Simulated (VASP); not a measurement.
# Hf (P6_3/mmc) in VASP: further runs

The runs below take Hf through single point, with PBE.

Program: VASP 6.6.1. These are calculated values, not measurements. Logs are shortened: lines on timing, memory, paths and dates and some standing lists are left out, and cuts for length are marked.

## 1. The cell of the first run

It takes space group P6_3/mmc (No. 194, hexagonal). The conventional cell has a = 3.205 Å, b = 3.205 Å, c = 5.074 Å, α = 90.00°, β = 90.00°, γ = 120.00°. Within 4.1 Å of Hf (site symmetry -6m2) lie 12 Hf at 3.14 to 3.20 Å.

## 2. Single point, PBE

File INCAR:

```
SYSTEM = Hf
  PREC = Accurate
  ENCUT = 520
  EDIFF = 1E-6
  ISMEAR = 1
  SIGMA = 1.0
  LREAL = .False.
  LASPH = .True.
  NELM = 60
  ALGO = Normal
  ISIF = 2
  LWAVE = .False.
  LCHARG = .False.
  GGA = PE
  NBANDS = 17
```

File KPOINTS:

```
regular mesh
0
Gamma
  11 11 6
  0 0 0
```

File POSCAR:

```
Hf
1.0
    3.2045059552      0.0000000000      0.0000000000
   -1.6022529776      2.7751835638      0.0000000000
    0.0000000000      0.0000000000      5.0738215932
Hf
2
Direct
    0.3333333333      0.6666666667      0.2500000000
    0.6666666667      0.3333333333      0.7500000000
```

Potentials or basis: VASP PAW PBE potentials, release 64 (Hf_pv).

Command:

```sh
$ cat potpaw_PBE.64/Hf_pv/POTCAR > POTCAR
$ mpirun -np 1 vasp_std > vasp.out
```

OUTCAR:

```text
SYSTEM = Hf
   PREC = Accurate
   ENCUT = 520
   EDIFF = 1E-6
   ISMEAR = 1
   LREAL = .False.
   LASPH = .True.
   NELM = 60
   ISIF = 2
   GGA = PE

 ion  position               nearest neighbor table
   1  0.333  0.667  0.250-   2 3.14   2 3.14   2 3.14   2 3.14   2 3.14   2 3.14
   2  0.667  0.333  0.750-   1 3.14   1 3.14   1 3.14   1 3.14   1 3.14   1 3.14

  LATTYP: Found a hexagonal cell.
 ALAT       =     3.2045059552
 C/A-ratio  =     1.5833397298

  Lattice vectors:

 A1 = (   3.2045059552,   0.0000000000,   0.0000000000)
 A2 = (  -1.6022529776,   2.7751835638,   0.0000000000)
 A3 = (   0.0000000000,   0.0000000000,   5.0738215932)

Analysis of symmetry for initial positions (statically):
=====================================================================
 Subroutine PRICEL returns:
 Original cell was already a primitive cell.

 Routine SETGRP: Setting up the symmetry group for a
 hexagonal supercell.

 Subroutine GETGRP returns: Found 24 space group operations
 (whereof 12 operations were pure point group operations)
 out of a pool of 24 trial point group operations.

The static configuration has the point symmetry D_3d.
 The point group associated with its full space group is D_6h.

Analysis of symmetry for dynamics (positions and initial velocities):
=====================================================================
 Subroutine PRICEL returns:
 Original cell was already a primitive cell.

 Routine SETGRP: Setting up the symmetry group for a
 hexagonal supercell.

 Subroutine GETGRP returns: Found 24 space group operations
 (whereof 12 operations were pure point group operations)
 out of a pool of 24 trial point group operations.

The dynamic configuration has the point symmetry D_3d.
 The point group associated with its full space group is D_6h.

 Subroutine INISYM returns: Found 24 space group operations
 (whereof 12 operations are pure point group operations),
 and found     1 'primitive' translations

----------------------------------------------------------------------------------------

                                     Primitive cell

  volume of cell :      45.1220

  direct lattice vectors                    reciprocal lattice vectors
     3.204505955  0.000000000  0.000000000     0.312060584  0.180168262  0.000000000
    -1.602252978  2.775183564  0.000000000     0.000000000  0.360336524  0.000000000
     0.000000000  0.000000000  5.073821593     0.000000000  0.000000000  0.197090099

  length of vectors
     3.204505955  3.204505955  5.073821593     0.360336524  0.360336524  0.197090099

  position of ions in fractional coordinates (direct lattice)
     0.333333333  0.666666667  0.250000000
     0.666666667  0.333333333  0.750000000

  ion indices of the primitive-cell ions
   primitive index   ion index
                 1           1
                 2           2

----------------------------------------------------------------------------------------

 KPOINTS: regular mesh

Automatic generation of k-mesh.
 Grid dimensions read from file:
 generate k-points for:   11   11    6

 Generating k-lattice:

  Cartesian coordinates                     Fractional coordinates (reciprocal lattice)
     0.028369144  0.016378933  0.000000000     0.090909091  0.000000000  0.000000000
     0.000000000  0.032757866  0.000000000     0.000000000  0.090909091  0.000000000
     0.000000000  0.000000000  0.032848350     0.000000000  0.000000000  0.166666667

  Length of vectors
     0.032757866  0.032757866  0.032848350

  Shift w.r.t. Gamma in fractional coordinates (k-lattice)
     0.000000000  0.000000000  0.000000000

 Subroutine IBZKPT returns following result:
 ===========================================

 Found     64 irreducible k-points:

 Following reciprocal coordinates:
            Coordinates               Weight
  0.000000  0.000000  0.000000      1.000000
  0.090909 -0.000000  0.000000      6.000000
  0.181818 -0.000000  0.000000      6.000000
  0.272727  0.000000  0.000000      6.000000
  0.363636 -0.000000  0.000000      6.000000
  0.454545 -0.000000  0.000000      6.000000
[... 16 lines left out ...]
  0.090909  0.090909  0.166667     12.000000
  0.181818  0.090909  0.166667     24.000000
 [... further k-points ...]
   k-points           NKPTS =     64   k-points in BZ     NKDIM =     64   number of bands    NBANDS=     17
   number of dos      NEDOS =    301   number of ions     NIONS =      2
   total plane-waves  NPLWV =  23040
   dimension x,y,z NGX =    24 NGY =   24 NGZ =   40
   dimension x,y,z NGXF=    48 NGYF=   48 NGZF=   80
   ions per type =               2
   NGX,Y,Z   is equivalent  to a cutoff of  12.45, 12.45, 13.11 a.u.
   NGXF,Y,Z  is equivalent  to a cutoff of  24.90, 24.90, 26.21 a.u.
 SYSTEM =  Hf
   PREC   = accura    normal or accurate (medium, high low for compatibility)
   ISTART =      0    job   : 0-new  1-cont  2-samecut
   ICHARG =      2    charge: 1-file 2-atom 10-const
   ISPIN  =      1    spin polarized calculation?
   LNONCOLLINEAR =      F non collinear calculations
   LSORBIT =      F    spin-orbit coupling
   LASPH  =      T    aspherical Exc in radial PAW
   ENCUT  =  520.0 eV  38.22 Ry    6.18 a.u.   5.96  5.96  9.43*2*pi/ulx,y,z
   NELM   =     60;   NELMIN=  2; NELMDL= -5     # of ELM steps
   EDIFF  = 0.1E-05   stopping-criterion for ELM
   LREAL  =      F    real-space projection
   EDIFFG = 0.1E-04   stopping-criterion for IOM
   NSW    =      0    number of steps for IOM
   IBRION =     -1    ionic relax: 0-MD 1-quasi-New 2-CG
   NFREE  =      0    steps in history (QN), initial steepest desc. (CG)
   ISIF   =      2    stress and relaxation
   ISYM   =      2    0-nonsym 1-usesym 2-fastsym
   POTIM  = 0.5000    time-step for ionic-motion
   TEBEG  =    0.0;   TEEND  =   0.0 temperature during run
   PSTRESS=    0.0 pullay stress
   NELECT =      20.0000    total number of electrons
   NUPDOWN=      -1.0000    fix difference up-down
   EMIN   =  10.00;   EMAX   =-10.00  energy-range for DOS
   EFERMI =   0.00;   METHOD = LEGACY
   ISMEAR =     1;   SIGMA  =   1.00  broadening in eV -4-tet -1-fermi 0-gaus
   EFERMI_NEDOS =   21; number of points for ismear=-14 and -15
   IALGO  =     38    algorithm
   IMIX   =      4    mixing-type and parameters
     AMIX     =   0.40;   BMIX     =  1.00
     AMIX_MAG =   1.60;   BMIX_MAG =  1.00
  volume/ion in A,a.u.               =      22.56       152.25
  Fermi-wavevector in a.u.,A,eV,Ry     =   1.248213  2.358781 21.198375  1.558037
  Thomas-Fermi vector in A             =   2.382310
   LORBIT       =      0    0 simple, 1 ext, 2 COOP (PROOUT), +10 PAW based schemes
   GGA     = PE    functional components
   LHFCALC =     F    Hartree Fock is set to
   AEXX    =    0.0000 exact exchange contribution
   IVDW    =     0    specifies the selected vdW correction
   LEPSILON=     F    determine dielectric tensor
   LRPA    =     F    only Hartree local field effects (RPA)
 non-spin polarized calculation
 Methfessel and Paxton  Order N= 1 SIGMA  =   1.00
  energy-cutoff  :      520.00
  volume of cell :       45.12
 maximum number of plane-waves:      1231
 NGX is ok and might be reduce to    24
   NGX = 11   NGY = 11   NGZ = 19

 number of electron      20.0000006 magnetization

 Free energy of the ion-electron system (eV)
  ---------------------------------------------------
  ext. energy  EPLUGINS =         0.00000000
  ---------------------------------------------------
  free energy    TOTEN  =       -19.78198410 eV

  energy without entropy =      -19.86421438  energy(sigma->0) =      -19.80939420

 E-fermi :   4.7912     XC(G=0): -11.2453

 val. band max:        4.7907294920   @ k =   0.3636   0.2727   0.3333
 cond. band min:       4.7962629938   @ k =   0.1818  -0.0000   0.1667
 fundamental gap:      0.0055335019
 Fermi energy:         4.7912373505

 k-point     1 :       0.0000    0.0000    0.0000
  band No.  band energies     occupation
      1     -26.2024      2.00000
      2     -25.5049      2.00000
      3     -25.5049      2.00000
      4     -25.3811      2.00000
      5     -25.3811      2.00000
      6     -25.3607      2.00000
[... 9 lines left out ...]
     16       7.4938     -0.00089
     17      10.1577     -0.00000

 k-point     2 :       0.0909   -0.0000    0.0000
  band No.  band energies     occupation
      1     -26.1817      2.00000
      2     -25.5489      2.00000
      3     -25.5196      2.00000
      4     -25.4275      2.00000
      5     -25.3871      2.00000
      6     -25.3702      2.00000
[... 9 lines left out ...]
     16       7.2650     -0.00260
     17      10.3407     -0.00000

 k-point     3 :       0.1818   -0.0000    0.0000
  band No.  band energies     occupation
      1     -26.1228      2.00000
      2     -25.6670      2.00000
      3     -25.5577      2.00000
      4     -25.5483      2.00000
      5     -25.4044      2.00000
      6     -25.3990      2.00000
[... 9 lines left out ...]
     16       7.7022     -0.00030
     17      10.6971     -0.00000

 k-point     4 :       0.2727    0.0000    0.0000
  band No.  band energies     occupation
      1     -26.0357      2.00000
      2     -25.8218      2.00000
      3     -25.6990      2.00000
      4     -25.6054      2.00000
      5     -25.4465      2.00000
      6     -25.4287      2.00000
[... 9 lines left out ...]
     16       8.6888     -0.00000
     17      10.9989     -0.00000
[... 343 lines left out ...]
      1     -26.0900      2.00000
      2     -25.9554      2.00000
      3     -25.7847      2.00000
      4     -25.6585      2.00000
      5     -25.5450      2.00000
      6     -25.4806      2.00000
[... 9 lines left out ...]
     16      10.7944     -0.00000
     17      11.1428     -0.00000

 k-point    23 :       0.0909    0.0909    0.1667
  band No.  band energies     occupation
      1     -26.1009      2.00000
      2     -25.6056      2.00000
      3     -25.5756      2.00000
      4     -25.5184      2.00000
      5     -25.4154      2.00000
      6     -25.4062      2.00000
[... 9 lines left out ...]
     16       7.8819     -0.00011
     17      10.5195     -0.00000

 k-point    24 :       0.1818    0.0909    0.1667
  band No.  band energies     occupation
      1     -26.0489      2.00000
      2     -25.7261      2.00000
      3     -25.6905      2.00000
      4     -25.5739      2.00000
      5     -25.4496      2.00000
      6     -25.4314      2.00000
[... 9 lines left out ...]
     16       8.5347     -0.00000
     17      10.6647     -0.00000

 [... further k-points ...]
[... 5 lines left out ...]
  --------------------------------------------------------------------------------------
  -------------------------------------------------------------------------------------
  Total       -0.2700180     -0.2700180     -0.0744566      0.0000000     -0.0000000      0.0000000
  in kB       -9.5877209     -9.5877209     -2.6437838      0.0000000     -0.0000000      0.0000000
  external PRESSURE =      -7.2730752 kB  Pullay stress =       0.0000000 kB

 VOLUME and BASIS-vectors are now :
 -----------------------------------------------------------------------------
  energy-cutoff  :      520.00
  volume of cell :       45.12
      direct lattice vectors                 reciprocal lattice vectors
     3.204505955  0.000000000  0.000000000     0.312060584  0.180168262  0.000000000
    -1.602252978  2.775183564  0.000000000     0.000000000  0.360336524  0.000000000
     0.000000000  0.000000000  5.073821593     0.000000000  0.000000000  0.197090099

 POSITION                                       TOTAL-FORCE (eV/Angst)
 -----------------------------------------------------------------------------------
     -0.00000      1.85012      1.26846        -0.000000      0.000000      0.000000
      1.60225      0.92506      3.80537         0.000000     -0.000000      0.000000
 -----------------------------------------------------------------------------------
    total drift:                               -0.000000      0.000000     -0.000000

  FREE ENERGIE OF THE ION-ELECTRON SYSTEM (eV)
  ---------------------------------------------------
  free  energy   TOTEN  =       -19.7819841037 eV

  energy  without entropy=      -19.8642143831  energy(sigma->0) =      -19.80939420
```

Run time: 48 s. Hardware: 1 thread of Intel Xeon 8259CL, shared host; peak memory 0.18 GiB.

Results:

```
Free energy            : -19.7820 eV
Pressure               : -0.7 GPa
Band gap on the k mesh : zero (band 10 reaches 6.03 eV, above the bottom of band 11 at 4.56 eV)
```

Caveat: spin-orbit coupling is left out, which moves the levels of the heavy elements.

(Continued in part 2 of 2.)
